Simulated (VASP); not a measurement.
# MgO2 (Pa-3) in VASP: single point with r2SCAN+D4

Aim: the single point of MgO2 with r2SCAN+D4.

All numbers are computed with VASP 6.6.1; they aren't measurements. Logs are shortened: lines on timing, memory, paths and dates and some standing lists are left out, and cuts for length are marked.

### 1 The cell of the first run

Symmetry: Pa-3, No. 205, cubic system. The conventional cell has a = 4.892 Å, b = 4.892 Å, c = 4.892 Å, α = 90.00°, β = 90.00°, γ = 90.00°. Within 2.8 Å of Mg (site symmetry -3) lie 6 O at 2.10 Å. O (site symmetry 3) has 1 O at 1.52 Å within 2.0 Å.

### 2 Single point, r2SCAN+D4

POSCAR reads:

```
MgO2
1.0
    4.8921541314      0.0000000000      0.0000000000
    0.0000000000      4.8921541314      0.0000000000
    0.0000000000      0.0000000000      4.8921541314
Mg O
4 8
Direct
    0.0000000000      0.0000000000      0.0000000000
    0.5000000000      0.0000000000      0.5000000000
    0.5000000000      0.5000000000      0.0000000000
    0.0000000000      0.5000000000      0.5000000000
    0.5894244400      0.9105755600      0.0894244400
    0.9105755600      0.0894244400      0.5894244400
    0.0894244400      0.5894244400      0.9105755600
    0.4105755600      0.4105755600      0.4105755600
    0.5894244400      0.5894244400      0.5894244400
    0.9105755600      0.4105755600      0.0894244400
    0.0894244400      0.9105755600      0.4105755600
    0.4105755600      0.0894244400      0.9105755600
```

INCAR.step1 reads:

```
SYSTEM = MgO2
  ALGO = Normal
  EDIFF = 1E-5
  ENCUT = 750
  GGA = PE
  GGA_COMPAT = .False.
  ISMEAR = -1
  LASPH = .True.
  LCHARG = .False.
  LREAL = .False.
  LWAVE = .True.
  NBANDS = 56
  NELM = 120
  PREC = Accurate
  SIGMA = 0.05
```

INCAR.step2 reads:

```
SYSTEM = MgO2
  ALGO = Normal
  EDIFF = 1E-6
  ENCUT = 750
  GGA_COMPAT = .False.
  ISIF = 2
  ISMEAR = -1
  ISTART = 1
  IVDW = 13
  LASPH = .True.
  LCHARG = .True.
  LELF = .True.
  LMIXTAU = .True.
  LREAL = .False.
  LVHAR = .True.
  LWAVE = .False.
  METAGGA = R2SCAN
  NBANDS = 56
  NELM = 120
  PREC = Accurate
  SIGMA = 0.05
  VDW_A1 = 0.51559235
  VDW_A2 = 5.77342911
  VDW_S6 = 1.0
  VDW_S8 = 0.6018749
```

KPOINTS reads:

```
k-points
0
Gamma
  6 6 6
  0 0 0
```

Potentials or basis: VASP PAW PBE potentials, release 64 (Mg_sv, O).

Run with:

```sh
cat potpaw_PBE.64/Mg_sv/POTCAR potpaw_PBE.64/O/POTCAR > POTCAR
cp INCAR.step1 INCAR
mpirun -np 1 vasp_std > vasp.out
cp INCAR.step2 INCAR
mpirun -np 1 vasp_std > vasp.out
```

OUTCAR:

```text
SYSTEM = MgO2
   EDIFF = 1E-6
   ENCUT = 750
   ISIF = 2
   ISMEAR = -1
   ISTART = 1
   IVDW = 13
   LASPH = .True.
   LREAL = .False.
   METAGGA = R2SCAN
   NELM = 120
   PREC = Accurate

 ion  position               nearest neighbor table
   1  0.000  0.000  0.000-   6 2.10  11 2.10   7 2.10  10 2.10   5 2.10  12 2.10
   2  0.500  0.000  0.500-   5 2.10  12 2.10   8 2.10   9 2.10  11 2.10   6 2.10
   3  0.500  0.500  0.000-   8 2.10   9 2.10   5 2.10   7 2.10  10 2.10  12 2.10
   4  0.000  0.500  0.500-   7 2.10  10 2.10   8 2.10   9 2.10   6 2.10  11 2.10
   5  0.589  0.911  0.089-  12 1.52   2 2.10   3 2.10   1 2.10
   6  0.911  0.089  0.589-  11 1.52   1 2.10   4 2.10   2 2.10
   7  0.089  0.589  0.911-  10 1.52   4 2.10   1 2.10   3 2.10
   8  0.411  0.411  0.411-   9 1.52   3 2.10   4 2.10   2 2.10
   9  0.589  0.589  0.589-   8 1.52   3 2.10   4 2.10   2 2.10
  10  0.911  0.411  0.089-   7 1.52   4 2.10   1 2.10   3 2.10
  11  0.089  0.911  0.411-   6 1.52   1 2.10   4 2.10   2 2.10
  12  0.411  0.089  0.911-   5 1.52   2 2.10   3 2.10   1 2.10

  LATTYP: Found a simple cubic cell.
 ALAT       =     4.8921541314

  Lattice vectors:

 A1 = (   4.8921541314,   0.0000000000,   0.0000000000)
 A2 = (   0.0000000000,   4.8921541314,   0.0000000000)
 A3 = (   0.0000000000,   0.0000000000,   4.8921541314)

Analysis of symmetry for initial positions (statically):
=====================================================================
 Subroutine PRICEL returns:
 Original cell was already a primitive cell.

 Routine SETGRP: Setting up the symmetry group for a
 simple cubic supercell.

 Subroutine GETGRP returns: Found 24 space group operations
 (whereof  6 operations were pure point group operations)
 out of a pool of 48 trial point group operations.

The static configuration has the point symmetry S_6 .
 The point group associated with its full space group is T_h .

Analysis of symmetry for dynamics (positions and initial velocities):
=====================================================================
 Subroutine PRICEL returns:
 Original cell was already a primitive cell.

 Routine SETGRP: Setting up the symmetry group for a
 simple cubic supercell.

 Subroutine GETGRP returns: Found 24 space group operations
 (whereof  6 operations were pure point group operations)
 out of a pool of 48 trial point group operations.

The dynamic configuration has the point symmetry S_6 .
 The point group associated with its full space group is T_h .

 Subroutine INISYM returns: Found 24 space group operations
 (whereof  6 operations are pure point group operations),
 and found     1 'primitive' translations

[... 129 lines left out ...]
   EFERMI_NEDOS =   21; number of points for ismear=-14 and -15
   IALGO  =     38    algorithm
   IMIX   =      4    mixing-type and parameters
     AMIX     =   0.40;   BMIX     =  1.00
     AMIX_MAG =   1.60;   BMIX_MAG =  1.00
  volume/ion in A,a.u.               =       9.76        65.84
  Fermi-wavevector in a.u.,A,eV,Ry     =   1.488455  2.812771 30.143668  2.215497
  Thomas-Fermi vector in A             =   2.601487
   LORBIT       =      0    0 simple, 1 ext, 2 COOP (PROOUT), +10 PAW based schemes
   METAGGA = R2SCAN    functional components
   LHFCALC =     F    Hartree Fock is set to
   AEXX    =    0.0000 exact exchange contribution
   IVDW    =    13    specifies the selected vdW correction
   LEPSILON=     F    determine dielectric tensor
   LRPA    =     F    only Hartree local field effects (RPA)
 non-spin polarized calculation
  energy-cutoff  :      750.00
  volume of cell :      117.08
 maximum number of plane-waves:      5520
 NGX is ok and might be reduce to    48
   NGX = 21   NGY = 21   NGZ = 21

 number of electron      88.0000059 magnetization

 Free energy of the ion-electron system (eV)
  ---------------------------------------------------
  ext. energy  EPLUGINS =         0.00000000
  ---------------------------------------------------
  free energy    TOTEN  =       -87.31447116 eV

  energy without entropy =      -87.31447116  energy(sigma->0) =      -87.31447116

 E-fermi :   3.1474     XC(G=0): -11.4453

 val. band max:        1.9736792590   @ k =   0.0000   0.0000   0.0000
 cond. band min:       6.3639160658   @ k =   0.3333   0.1667   0.1667
 fundamental gap:      4.3902368068
 Fermi energy:         3.1474185484

 k-point     1 :       0.0000    0.0000    0.0000
  band No.  band energies     occupation
      1     -73.4646      2.00000
      2     -73.4633      2.00000
      3     -73.4633      2.00000
      4     -73.4633      2.00000
      5     -38.6007      2.00000
      6     -38.6007      2.00000
[... 1405 lines left out ...]
     55      14.1073      0.00000
     56      14.1073      0.00000

------------------------ aborting loop because EDIFF is reached ----------------------------------------

  DFT-D4 for vdW energy calculation

  Edisp (eV):   -0.66979

  FORCE on cell =-STRESS in cart. coord.  units (eV):
  Direction    XX          YY          ZZ          XY          YZ          ZX
  --------------------------------------------------------------------------------------
  -------------------------------------------------------------------------------------
  Total      -4.64761    -4.64761    -4.64761     0.00000     0.00000    -0.00000
  in kB     -63.59753   -63.59753   -63.59753     0.00000     0.00000    -0.00000
  external pressure =      -63.60 kB  Pullay stress =        0.00 kB

 VOLUME and BASIS-vectors are now :
 -----------------------------------------------------------------------------
  energy-cutoff  :      750.00
  volume of cell :      117.08
      direct lattice vectors                 reciprocal lattice vectors
     4.892154131  0.000000000  0.000000000     0.204408932  0.000000000  0.000000000
     0.000000000  4.892154131  0.000000000     0.000000000  0.204408932  0.000000000
     0.000000000  0.000000000  4.892154131     0.000000000  0.000000000  0.204408932

 POSITION                                       TOTAL-FORCE (eV/Angst)
 -----------------------------------------------------------------------------------
      0.00000      0.00000      0.00000         0.000000     -0.000000      0.000000
      2.44608      0.00000      2.44608         0.000000     -0.000000      0.000000
      2.44608      2.44608      0.00000         0.000000     -0.000000      0.000000
      0.00000      2.44608      2.44608         0.000000     -0.000000      0.000000
      2.88356      4.45468      0.43748        -0.153716      0.153716     -0.153716
      4.45468      0.43748      2.88356         0.153716     -0.153716     -0.153716
      0.43748      2.88356      4.45468        -0.153716     -0.153716      0.153716
      2.00860      2.00860      2.00860         0.153716      0.153716      0.153716
      2.88356      2.88356      2.88356        -0.153716     -0.153716     -0.153716
      4.45468      2.00860      0.43748         0.153716      0.153716     -0.153716
      0.43748      4.45468      2.00860        -0.153716      0.153716      0.153716
      2.00860      0.43748      4.45468         0.153716     -0.153716      0.153716
 -----------------------------------------------------------------------------------
    total drift:                                0.000000      0.000000      0.000000

  FREE ENERGIE OF THE ION-ELECTRON SYSTEM (eV)
  ---------------------------------------------------
  free  energy   TOTEN  =       -87.9842563993 eV

  energy  without entropy=      -87.9842563993  energy(sigma->0) =      -87.98425640
```

Run time: 10 min. Hardware: 1 thread of AMD EPYC 9R45 (Zen 5), shared host; peak memory 0.44 GiB.

Results:

* Free energy: -87.9843 eV
* Pressure: -6.4 GPa
* Largest force: 0.266 eV/Å
* Band gap on the k mesh: 4.39 eV (least direct gap 4.51 eV)
* Dispersion energy per atom: -0.056 eV

Forces on the atoms (eV/Å):
```
Mg   0.000  0.000  0.000
Mg   0.000  0.000  0.000
Mg   0.000  0.000  0.000
Mg   0.000  0.000  0.000
O   -0.154  0.154 -0.154
O    0.154 -0.154 -0.154
O   -0.154 -0.154  0.154
O    0.154  0.154  0.154
O   -0.154 -0.154 -0.154
O    0.154  0.154 -0.154
O   -0.154  0.154  0.154
O    0.154 -0.154  0.154
```

Levels at points of the mesh, in eV from the valence-band top:
```
           k point  band 42  band 43  band 44  band 45  band 46  band 47
(0.00, 0.00, 0.00)    -0.46     0.00     0.00     5.00     5.00     5.00
(0.50, 0.00, 0.00)    -0.67    -0.12    -0.12     4.44     4.44     4.89
(0.50, 0.50, 0.00)    -0.47    -0.47    -0.47     4.66     4.66     4.66
(0.50, 0.50, 0.50)    -0.54    -0.54    -0.54     4.94     4.94     4.94
```

Caveat: the cell stands under tension; the PAW data sets were made with another functional, which shifts forces and pressure a little. A k mesh can miss the band edges.
